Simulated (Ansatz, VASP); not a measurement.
## Two plane-wave programs on LiH

Contents of POSCAR:

```
LiH
1.0
   -0.0071504067      2.1379716032      2.1379716032
    2.1379716032     -0.0071504067      2.1379716032
    2.1379716032      2.1379716032     -0.0071504067
Li H
1 1
Direct
   -0.0002057825     -0.0002057825     -0.0002057825
    0.2502057825      0.2502057825      0.2502057825
```

The input INCAR.step1:

```
SYSTEM = LiH
PREC     = Accurate       ! precision mode
ENCUT    = 520            ! plane-wave cutoff, eV
EDIFF    = 1E-5           ! SCF threshold, eV
ISMEAR   = 0              ! smearing method
SIGMA    = 0.01           ! smearing width, eV
LREAL    = .FALSE.        ! projectors in reciprocal space
LASPH    = .TRUE.         ! aspherical terms in the spheres
NELM     = 80             ! most SCF steps
ALGO     = Normal         ! electronic algorithm
ISIF     = 2              ! what is computed and relaxed
LWAVE    = .TRUE.         ! write WAVECAR
LCHARG   = .FALSE.        ! write CHGCAR
NBANDS   = 9              ! bands
GGA      = PE             ! functional
```

INCAR.step2

```
SYSTEM = LiH
PREC     = Accurate       ! precision mode
ENCUT    = 520            ! plane-wave cutoff, eV
EDIFF    = 1E-6           ! SCF threshold, eV
ISMEAR   = 0              ! smearing method
SIGMA    = 0.01           ! smearing width, eV
LREAL    = .FALSE.        ! projectors in reciprocal space
LASPH    = .TRUE.         ! aspherical terms in the spheres
NELM     = 80             ! most SCF steps
ALGO     = Normal         ! electronic algorithm
ISIF     = 2              ! what is computed and relaxed
LWAVE    = .FALSE.        ! write WAVECAR
LCHARG   = .FALSE.        ! write CHGCAR
GGA      = PE             ! functional
LHFCALC  = .TRUE.         ! exact exchange
HFSCREEN = 0.2079         ! screening, 1/A
PRECFOCK = Normal       
NBANDS   = 9              ! bands
ISTART   = 1
```

KPOINTS

```
Automatic mesh
0
G
  8 8 8
  0 0 0
```

Input for Ansatz:

```yaml
crystal:
  lattice:
    - [-0.0071504067, 2.1379716032, 2.1379716032]
    - [2.1379716032, -0.0071504067, 2.1379716032]
    - [2.1379716032, 2.1379716032, -0.0071504067]
  atoms:
    - { symbol: Li, position: [-0.0002057825, -0.0002057825, -0.0002057825] }
    - { symbol: H, position: [0.2502057825, 0.2502057825, 0.2502057825] }
kpoints:
  mp_grid: { grid: [8, 8, 8] }
  band_path:
    path:
      - [0.0, 0.0, 0.0]
      - [-0.5, -0.5, 0.0]
      - [-0.375, -0.375, 0.25]
      - [-0.375, 0.0, 0.375]
      - [0.0, 0.0, 0.5]
      - [-0.5, -0.25, 0.25]
      - [-0.15, -0.075, 0.425]
    npoints: 1
hamiltonian:
  xc: hse06
scf:
  occupations: { method: fixed }
  n_extra_bands: 4
output:
  forces: true
  stress: true
  eigenvalues: true
```

Change from the starting cell: shear_111 strain -0.5%.

Alike in both runs: task single point; functional HSE06; k mesh 8 × 8 × 8; no spin polarisation.

```csv
,VASP,Ansatz
version,VASP 6.6.1,Ansatz 0.2.0
potentials or method,"VASP PAW PBE potentials, release 64 (Li_sv, H)","plane waves, PAW"
plane-wave cutoff (eV),520,420
occupations,"gaussian, width 0.01 eV",fixed
valence electrons in the cell,4,4
```

|  | VASP | Ansatz | Ansatz less VASP |
| --- | --- | --- | --- |
| gap on the k mesh at the Fermi level (eV) | 5.25 | 5.25 | 0.000 |

Ansatz's warnings: stress exchange threshold loose, stress scf threshold loose.

Noted on VASP's run: the cutoff is under 1.25 times that of the potentials, so the pressure is a little rough.
